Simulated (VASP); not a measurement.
A run of VASP 6.6.1:

POSCAR

```
Bi
1.0
    2.1893603181      1.2640277690      3.6401398722
   -2.1893603181      1.2640277690      3.6401398722
    0.0000000000     -2.5280555380      3.6401398722
Bi
2
Direct
    0.7589596165      0.7589596165      0.7589596165
    0.2410403835      0.2410403835      0.2410403835
```

INCAR.step1

```
SYSTEM = Bi
PREC = Accurate ; ENCUT = 520
ISMEAR = -1 ; SIGMA = 0.05
LREAL = .False. ; LASPH = .True.
NELM = 100 ; NBANDS = 22
GGA = PE ; ALGO = Normal
EDIFF = 1E-4 ; LWAVE = .True.
LCHARG = .False.
```

INCAR.step2

```
SYSTEM = Bi
PREC = Accurate ; ENCUT = 520
EDIFF = 1E-7 ; ISMEAR = -1
SIGMA = 0.05 ; LREAL = .False.
LASPH = .True. ; NELM = 100
ALGO = Normal ; ISIF = 2
LWAVE = .False. ; LCHARG = .False.
METAGGA = R2SCAN ; LMIXTAU = .True.
NBANDS = 22 ; ISTART = 1
```

Contents of KPOINTS:

```
regular mesh
0
Gamma
  7 7 7
  0 0 0
```

Potentials or basis: VASP PAW PBE potentials, release 64 (Bi_d).

The run is started by

```sh
$ cat potpaw_PBE.64/Bi_d/POTCAR > POTCAR
$ cp INCAR.step1 INCAR
$ mpirun -np 1 vasp_std > vasp.out
$ cp INCAR.step2 INCAR
$ mpirun -np 1 vasp_std > vasp.out
```

Hardware: 1 thread of Intel(R) Xeon(R) 6975P-C (Granite Rapids), with other jobs on the host.

Task: Estimate the wall time of this run.

Result: Wall time 99 s on 1 thread of Intel(R) Xeon(R) 6975P-C (Granite Rapids), with other jobs on the host, peak memory 0.23 GiB. Counts: k points 44.
